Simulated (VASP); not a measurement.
Wanted: the native input for a VASP 6.6.1 run.

```
Task                   : single point
Functional             : r2SCAN
Potentials or basis    : VASP PAW PBE potentials, release 64 (Ge_d)
Cutoff                 : 520 eV
k mesh                 : 10 × 10 × 10
Occupations            : methfessel-paxton, width 0.03 eV
Spin                   : no spin polarisation
Dipole correction      : no
Further INCAR settings : ALGO = Normal; EDIFF = 1e-06; NBANDS = 21
```

Ge:

```
CELL_PARAMETERS angstrom
0.00000 2.83601 2.83601
2.83601 0.00000 2.83601
2.83601 2.83601 0.00000
ATOMIC_POSITIONS crystal
Ge 0.50000 0.50000 0.50000
Ge 0.75000 0.75000 0.75000
```

One way to write it, as run:

POSCAR

```
Ge
1.0
    0.0000000000      2.8360149687      2.8360149687
    2.8360149687      0.0000000000      2.8360149687
    2.8360149687      2.8360149687      0.0000000000
Ge
2
Direct
    0.5000000000      0.5000000000      0.5000000000
    0.7500000000      0.7500000000      0.7500000000
```

INCAR.step1

```
ALGO = Normal
EDIFF = 1E-4
ENCUT = 520
GGA = PE
ISMEAR = 1
LASPH = T
LCHARG = F
LREAL = F
LWAVE = T
NBANDS = 21
NELM = 100
PREC = Accurate
SIGMA = 0.03
```

INCAR.step2

```
ALGO = Normal
EDIFF = 1E-6
ENCUT = 520
ISIF = 2
ISMEAR = 1
ISTART = 1
LASPH = T
LCHARG = T
LELF = T
LMIXTAU = T
LREAL = F
LVHAR = T
LWAVE = F
METAGGA = R2SCAN
NBANDS = 21
NELM = 100
PREC = Accurate
SIGMA = 0.03
```

KPOINTS

```
k-points
0
Gamma
  10 10 10
```

Potentials or basis: VASP PAW PBE potentials, release 64 (Ge_d).

The run is started by

```console
$ cat potpaw_PBE.64/Ge_d/POTCAR > POTCAR
$ cp INCAR.step1 INCAR
$ mpirun -np 1 vasp_std > vasp.out
$ cp INCAR.step2 INCAR
$ mpirun -np 1 vasp_std > vasp.out
```

Results of the run:

* Pressure: 0.1 GPa
* Band gap on the k mesh: 0.33 eV

Caveat: the PAW data sets were made with another functional, which shifts forces and pressure a little.

Wall time 4.2 min on 1 thread of Intel Xeon 8259CL, on a shared host, peak memory 0.19 GiB.
